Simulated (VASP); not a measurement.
# NaH (P6_3/mmc) in VASP: notebook

The runs below take NaH through single point, with LDA, PBEsol, PBE, r2SCAN.

All numbers are computed with VASP 6.6.1; they aren't measurements. Logs are shortened: lines on timing, memory, paths and dates and some standing lists are left out, and cuts for length are marked.

## Step 1: The cell of the first run

It takes space group P6_3/mmc (No. 194, hexagonal). Conventional cell: a = 3.319 Å, b = 3.319 Å, c = 5.831 Å, α = 90.00°, β = 90.00°, γ = 120.00°. Na (site symmetry -3m) has 6 H at 2.41 Å and 8 Na at 2.92 to 3.32 Å within 3.4 Å. Within 3.5 Å of H (site symmetry -6m2) lie 6 Na at 2.41 Å and 12 H at 3.32 to 3.49 Å.

## Step 2: Single point, LDA

File INCAR:

```
SYSTEM = NaH
PREC = Accurate
ENCUT = 520
EDIFF = 1E-7
ISMEAR = 0
SIGMA = 0.01
LREAL = .FALSE.
LASPH = .TRUE.
NELM = 100
ALGO = Normal
ISIF = 2
LWAVE = .FALSE.
LCHARG = .FALSE.
GGA = CA
NBANDS = 16
```

File KPOINTS:

```
Automatic mesh
0
G
  12 12 4
  0 0 0
```

File POSCAR:

```
NaH
1.0
    3.3191587698      0.0000000000      0.0000000000
   -1.6595793849      2.8744758138      0.0000000000
    0.0000000000      0.0000000000      5.8309537900
Na H
2 2
Direct
    0.0000000000      0.0000000000      0.0000000000
    0.0000000000      0.0000000000      0.5000000000
    0.3333333333      0.6666666667      0.2500000000
    0.6666666667      0.3333333333      0.7500000000
```

Potentials or basis: VASP PAW LDA potentials, release 64 (Na_pv, H).

Run with:

```bash
$ cat potpaw_LDA.64/Na_pv/POTCAR potpaw_LDA.64/H/POTCAR > POTCAR
$ mpirun -np 1 vasp_std > vasp.out
```

OUTCAR:

```text
SYSTEM = NaH
   PREC = Accurate
   ENCUT = 520
   EDIFF = 1E-7
   ISMEAR = 0
   LREAL = .FALSE.
   LASPH = .TRUE.
   NELM = 100
   ISIF = 2
   GGA = CA

 ion  position               nearest neighbor table
   1  0.000  0.000  0.000-
   2  0.000  0.000  0.500-
   3  0.333  0.667  0.250-
   4  0.667  0.333  0.750-

  LATTYP: Found a hexagonal cell.
 ALAT       =     3.3191587698
 C/A-ratio  =     1.7567565140

  Lattice vectors:

 A1 = (   3.3191587698,   0.0000000000,   0.0000000000)
 A2 = (  -1.6595793849,   2.8744758138,   0.0000000000)
 A3 = (   0.0000000000,   0.0000000000,   5.8309537900)

Analysis of symmetry for initial positions (statically):
=====================================================================
 Subroutine PRICEL returns:
 Original cell was already a primitive cell.

 Routine SETGRP: Setting up the symmetry group for a
 hexagonal supercell.

 Subroutine GETGRP returns: Found 24 space group operations
 (whereof 12 operations were pure point group operations)
 out of a pool of 24 trial point group operations.

The static configuration has the point symmetry D_3d.
 The point group associated with its full space group is D_6h.

Analysis of symmetry for dynamics (positions and initial velocities):
=====================================================================
 Subroutine PRICEL returns:
 Original cell was already a primitive cell.

 Routine SETGRP: Setting up the symmetry group for a
 hexagonal supercell.

 Subroutine GETGRP returns: Found 24 space group operations
 (whereof 12 operations were pure point group operations)
 out of a pool of 24 trial point group operations.

The dynamic configuration has the point symmetry D_3d.
 The point group associated with its full space group is D_6h.

 Subroutine INISYM returns: Found 24 space group operations
 (whereof 12 operations are pure point group operations),
 and found     1 'primitive' translations

----------------------------------------------------------------------------------------

                                     Primitive cell

  volume of cell :      55.6322

  direct lattice vectors                    reciprocal lattice vectors
     3.319158770  0.000000000  0.000000000     0.301281159  0.173944758  0.000000000
    -1.659579385  2.874475814  0.000000000     0.000000000  0.347889516  0.000000000
     0.000000000  0.000000000  5.830953790     0.000000000  0.000000000  0.171498529

  length of vectors
     3.319158770  3.319158770  5.830953790     0.347889516  0.347889516  0.171498529

  position of ions in fractional coordinates (direct lattice)
     0.000000000  0.000000000  0.000000000
     0.000000000  0.000000000  0.500000000
     0.333333333  0.666666667  0.250000000
     0.666666667  0.333333333  0.750000000

  ion indices of the primitive-cell ions
   primitive index   ion index
                 1           1
                 2           2
                 3           3
                 4           4

----------------------------------------------------------------------------------------

 KPOINTS: Automatic mesh

Automatic generation of k-mesh.
 Grid dimensions read from file:
 generate k-points for:   12   12    4

 Generating k-lattice:

  Cartesian coordinates                     Fractional coordinates (reciprocal lattice)
     0.025106763  0.014495397  0.000000000     0.083333333  0.000000000  0.000000000
     0.000000000  0.028990793  0.000000000     0.000000000  0.083333333  0.000000000
     0.000000000  0.000000000  0.042874632     0.000000000  0.000000000  0.250000000

  Length of vectors
     0.028990793  0.028990793  0.042874632

  Shift w.r.t. Gamma in fractional coordinates (k-lattice)
     0.000000000  0.000000000  0.000000000

 Subroutine IBZKPT returns following result:
 ===========================================

 Found     57 irreducible k-points:

 Following reciprocal coordinates:
            Coordinates               Weight
  0.000000  0.000000  0.000000      1.000000
  0.083333 -0.000000  0.000000      6.000000
  0.166667 -0.000000  0.000000      6.000000
  0.250000 -0.000000  0.000000      6.000000
  0.333333 -0.000000  0.000000      6.000000
  0.416667  0.000000  0.000000      6.000000
[... 16 lines left out ...]
  0.250000 -0.000000  0.250000     12.000000
  0.333333 -0.000000  0.250000     12.000000
 [... further k-points ...]
   k-points           NKPTS =     57   k-points in BZ     NKDIM =     57   number of bands    NBANDS=     16
   number of dos      NEDOS =    301   number of ions     NIONS =      4
   total plane-waves  NPLWV =  37632
   dimension x,y,z NGX =    28 NGY =   28 NGZ =   48
   dimension x,y,z NGXF=    56 NGYF=   56 NGZF=   96
   ions per type =               2   2
   NGX,Y,Z   is equivalent  to a cutoff of  14.02, 14.02, 13.69 a.u.
   NGXF,Y,Z  is equivalent  to a cutoff of  28.05, 28.05, 27.37 a.u.
 SYSTEM =  NaH
   PREC   = accura    normal or accurate (medium, high low for compatibility)
   ISTART =      0    job   : 0-new  1-cont  2-samecut
   ICHARG =      2    charge: 1-file 2-atom 10-const
   ISPIN  =      1    spin polarized calculation?
   LNONCOLLINEAR =      F non collinear calculations
   LSORBIT =      F    spin-orbit coupling
   LASPH  =      T    aspherical Exc in radial PAW
   ENCUT  =  520.0 eV  38.22 Ry    6.18 a.u.   6.17  6.17 10.84*2*pi/ulx,y,z
   NELM   =    100;   NELMIN=  2; NELMDL= -5     # of ELM steps
   EDIFF  = 0.1E-06   stopping-criterion for ELM
   LREAL  =      F    real-space projection
   EDIFFG = 0.1E-05   stopping-criterion for IOM
   NSW    =      0    number of steps for IOM
   IBRION =     -1    ionic relax: 0-MD 1-quasi-New 2-CG
   NFREE  =      0    steps in history (QN), initial steepest desc. (CG)
   ISIF   =      2    stress and relaxation
   ISYM   =      2    0-nonsym 1-usesym 2-fastsym
   POTIM  = 0.5000    time-step for ionic-motion
   TEBEG  =    0.0;   TEEND  =   0.0 temperature during run
   PSTRESS=    0.0 pullay stress
   NELECT =      16.0000    total number of electrons
   NUPDOWN=      -1.0000    fix difference up-down
   EMIN   =  10.00;   EMAX   =-10.00  energy-range for DOS
   EFERMI =   0.00;   METHOD = LEGACY
   ISMEAR =     0;   SIGMA  =   0.01  broadening in eV -4-tet -1-fermi 0-gaus
   EFERMI_NEDOS =   21; number of points for ismear=-14 and -15
   IALGO  =     38    algorithm
   IMIX   =      4    mixing-type and parameters
     AMIX     =   0.40;   BMIX     =  1.00
     AMIX_MAG =   1.60;   BMIX_MAG =  1.00
  volume/ion in A,a.u.               =      13.91        93.86
  Fermi-wavevector in a.u.,A,eV,Ry     =   1.080619  2.042074 15.888042  1.167738
  Thomas-Fermi vector in A             =   2.216615
   LORBIT       =      0    0 simple, 1 ext, 2 COOP (PROOUT), +10 PAW based schemes
   GGA     = CA    functional components
   LHFCALC =     F    Hartree Fock is set to
   AEXX    =    0.0000 exact exchange contribution
   IVDW    =     0    specifies the selected vdW correction
   LEPSILON=     F    determine dielectric tensor
   LRPA    =     F    only Hartree local field effects (RPA)
 non-spin polarized calculation
 Gauss-broadening in eV      SIGMA  =   0.01
  energy-cutoff  :      520.00
  volume of cell :       55.63
 maximum number of plane-waves:      1521
 NGX is ok and might be reduce to    28
   NGX = 13   NGY = 13   NGZ = 21

 number of electron      16.0000018 magnetization

 Free energy of the ion-electron system (eV)
  ---------------------------------------------------
  ext. energy  EPLUGINS =         0.00000000
  ---------------------------------------------------
  free energy    TOTEN  =       -10.61806802 eV

  energy without entropy =      -10.61806802  energy(sigma->0) =      -10.61806802

 E-fermi :  -1.0709     XC(G=0):  -8.2803

 val. band max:       -1.1591623441   @ k =   0.2500   0.2500   0.0000
 cond. band min:       1.8779439937   @ k =   0.0000   0.0000   0.0000
 fundamental gap:      3.0371063377
 Fermi energy:        -1.0708648958

 k-point     1 :       0.0000    0.0000    0.0000
  band No.  band energies     occupation
      1     -23.6292      2.00000
      2     -23.4622      2.00000
      3     -23.4622      2.00000
      4     -23.4421      2.00000
      5     -23.4421      2.00000
      6     -23.4230      2.00000
[... 8 lines left out ...]
     15      13.6345      0.00000
     16      14.6763      0.00000

 k-point     2 :       0.0833   -0.0000    0.0000
  band No.  band energies     occupation
      1     -23.6276      2.00000
      2     -23.4690      2.00000
      3     -23.4637      2.00000
      4     -23.4480      2.00000
      5     -23.4434      2.00000
      6     -23.4224      2.00000
[... 8 lines left out ...]
     15      13.6165      0.00000
     16      14.8456      0.00000

 k-point     3 :       0.1667   -0.0000    0.0000
  band No.  band energies     occupation
      1     -23.6233      2.00000
      2     -23.4876      2.00000
      3     -23.4678      2.00000
      4     -23.4640      2.00000
      5     -23.4471      2.00000
      6     -23.4207      2.00000
[... 8 lines left out ...]
     15      13.0313      0.00000
     16      14.1117      0.00000

 k-point     4 :       0.2500   -0.0000    0.0000
  band No.  band energies     occupation
      1     -23.6174      2.00000
      2     -23.5128      2.00000
      3     -23.4858      2.00000
      4     -23.4734      2.00000
      5     -23.4522      2.00000
      6     -23.4183      2.00000
[... 8 lines left out ...]
     15      11.8629      0.00000
     16      13.3096      0.00000
[... 324 lines left out ...]
 k-point    22 :       0.1667   -0.0000    0.2500
  band No.  band energies     occupation
      1     -23.5941      2.00000
      2     -23.4844      2.00000
      3     -23.4674      2.00000
      4     -23.4648      2.00000
      5     -23.4506      2.00000
      6     -23.4502      2.00000
[... 8 lines left out ...]
     15      12.8856      0.00000
     16      13.2843      0.00000

 k-point    23 :       0.2500   -0.0000    0.2500
  band No.  band energies     occupation
      1     -23.5888      2.00000
      2     -23.5090      2.00000
      3     -23.4897      2.00000
      4     -23.4703      2.00000
      5     -23.4553      2.00000
      6     -23.4477      2.00000
[... 8 lines left out ...]
     15      12.1613      0.00000
     16      12.5505      0.00000

 k-point    24 :       0.3333   -0.0000    0.2500
  band No.  band energies     occupation
      1     -23.5834      2.00000
      2     -23.5334      2.00000
      3     -23.5118      2.00000
      4     -23.4758      2.00000
      5     -23.4604      2.00000
      6     -23.4449      2.00000
[... 8 lines left out ...]
     15      10.9976      0.00000
     16      12.0089      0.00000

 [... further k-points ...]
[... 5 lines left out ...]
  --------------------------------------------------------------------------------------
  -------------------------------------------------------------------------------------
  Total       -0.5613750     -0.5613750     -0.5236590      0.0000000     -0.0000000      0.0000000
  in kB      -16.1672957    -16.1672957    -15.0810950      0.0000000     -0.0000000      0.0000000
  external PRESSURE =     -15.8052288 kB  Pullay stress =       0.0000000 kB

 VOLUME and BASIS-vectors are now :
 -----------------------------------------------------------------------------
  energy-cutoff  :      520.00
  volume of cell :       55.63
      direct lattice vectors                 reciprocal lattice vectors
     3.319158770  0.000000000  0.000000000     0.301281159  0.173944758  0.000000000
    -1.659579385  2.874475814  0.000000000     0.000000000  0.347889516  0.000000000
     0.000000000  0.000000000  5.830953790     0.000000000  0.000000000  0.171498529

 POSITION                                       TOTAL-FORCE (eV/Angst)
 -----------------------------------------------------------------------------------
      0.00000      0.00000      0.00000        -0.000000      0.000000     -0.000000
      0.00000      0.00000      2.91548        -0.000000      0.000000     -0.000000
     -0.00000      1.91632      1.45774        -0.000000      0.000000     -0.000000
      1.65958      0.95816      4.37322         0.000000      0.000000      0.000000
 -----------------------------------------------------------------------------------
    total drift:                               -0.000000     -0.000000      0.000000

  FREE ENERGIE OF THE ION-ELECTRON SYSTEM (eV)
  ---------------------------------------------------
  free  energy   TOTEN  =       -10.6180680150 eV

  energy  without entropy=      -10.6180680150  energy(sigma->0) =      -10.61806802
```

It took 74 s on 1 thread of Intel Xeon 8259CL, shared host; peak memory 0.17 GiB.

Results:

```
Free energy            : -10.6181 eV
Pressure               : -1.6 GPa
Band gap on the k mesh : 3.04 eV (least direct gap 4.20 eV)
```

Levels at points of the mesh, in eV from the valence-band top:
| k point | band 5 | band 6 | band 7 | band 8 | band 9 | band 10 | band 11 | band 12 |
| --- | --- | --- | --- | --- | --- | --- | --- | --- |
| (0.00, 0.00, 0.00) | -22.28 | -22.26 | -3.82 | -1.23 | 3.04 | 10.37 | 11.27 | 13.45 |
| (0.50, 0.00, 0.00) | -22.30 | -22.25 | -0.85 | -0.28 | 4.09 | 5.61 | 6.71 | 8.27 |
| (0.00, 0.00, 0.50) | -22.29 | -22.29 | -2.86 | -2.86 | 6.37 | 6.37 | 11.82 | 11.82 |
| (0.50, 0.00, 0.50) | -22.31 | -22.31 | -0.51 | -0.51 | 4.01 | 4.01 | 9.49 | 9.49 |

A k mesh can miss the band edges.

(Part 1 of 2 ends here.)
